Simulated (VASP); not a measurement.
A run of VASP 6.6.1 is set up as follows.

The input INCAR:

```
SYSTEM = MgO
PREC = Accurate
ENCUT = 520
EDIFF = 1E-6
ISMEAR = 0
SIGMA = 0.05
LREAL = .FALSE.
LASPH = .TRUE.
NELM = 60
ALGO = Normal
ISIF = 2
LWAVE = .FALSE.
LCHARG = .FALSE.
GGA = PS
NBANDS = 16
```

Contents of KPOINTS:

```
regular mesh
0
G
  8 8 6
  0 0 0
```

Contents of POSCAR:

```
MgO
1.0
    0.0000000000     -2.1351500000     -2.1351500000
    0.0000000000      2.1351500000     -2.1351500000
    4.2703000000      0.0000000000      0.0000000000
Mg O
2 2
Direct
    0.5351263377      0.4648736623      0.5000000000
   -0.0351263377      0.0351263377      0.0000000000
    0.4841150365      0.5158849635      0.0000000000
    0.0158849635     -0.0158849635      0.5000000000
```

Potentials or basis: VASP PAW PBE potentials, release 64 (Mg, O).

The run is started by

```sh
$ cat potpaw_PBE.64/Mg/POTCAR potpaw_PBE.64/O/POTCAR > POTCAR
$ mpirun -np 1 vasp_std > vasp.out
```

Estimate the largest force.

1.060 eV/Å.

Predict the pressure.

-5.5 GPa.

Forces in eV/Å, atoms in the order of the input:
```
Mg   0.000  1.060  0.000
Mg   0.000 -1.060  0.000
O    0.000 -0.288  0.000
O    0.000  0.288  0.000
```

Caveat: the cell differs from its parent crystal (mode 4 (275.8 1/cm) frozen in, largest displacement -0.150 Å); the PAW data sets were made with another functional, which shifts forces and pressure a little.
